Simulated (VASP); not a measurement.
A run of VASP 6.6.1 is set up as follows.

INCAR

```
PREC = Accurate
ENCUT = 520
EDIFF = 1E-8
ISMEAR = -1
SIGMA = 0.02
LREAL = False
LASPH = True
NELM = 80
ALGO = Normal
ISIF = 2
LWAVE = False
LCHARG = False
GGA = PE
LEFG = True
NBANDS = 15
```

Contents of KPOINTS:

```
Automatic mesh
0
Gamma
  8 8 8
```

Contents of POSCAR:

```
BaS
1.0
    0.0638750000      3.2256875000      3.2256875000
    3.2256875000      0.0638750000      3.2256875000
    3.2256875000      3.2256875000      0.0638750000
Ba S
1 1
Direct
    0.0000000000      0.0000000000      0.0000000000
    0.5000000000      0.5000000000      0.5000000000
```

Potentials or basis: VASP PAW PBE potentials, release 64 (Ba_sv, S).

The run is started by

```bash
$ cat potpaw_PBE.64/Ba_sv/POTCAR potpaw_PBE.64/S/POTCAR > POTCAR
$ mpirun -np 1 vasp_std > vasp.out
```

(1) Predict the band gap on the k mesh.

(2) Predict the pressure.

Results:

(1) 2.08 eV, indirect (least direct gap 2.21 eV).

(2) 1.4 GPa.

Caveat: the cell differs from its parent crystal (equal xy, yz and zx shear strains of +2 %); without QUAD_EFG the Cq values of the log hold for a quadrupole moment of 1 mb, not for the nuclei; spin-orbit coupling is left out, which moves the levels of the heavy elements.
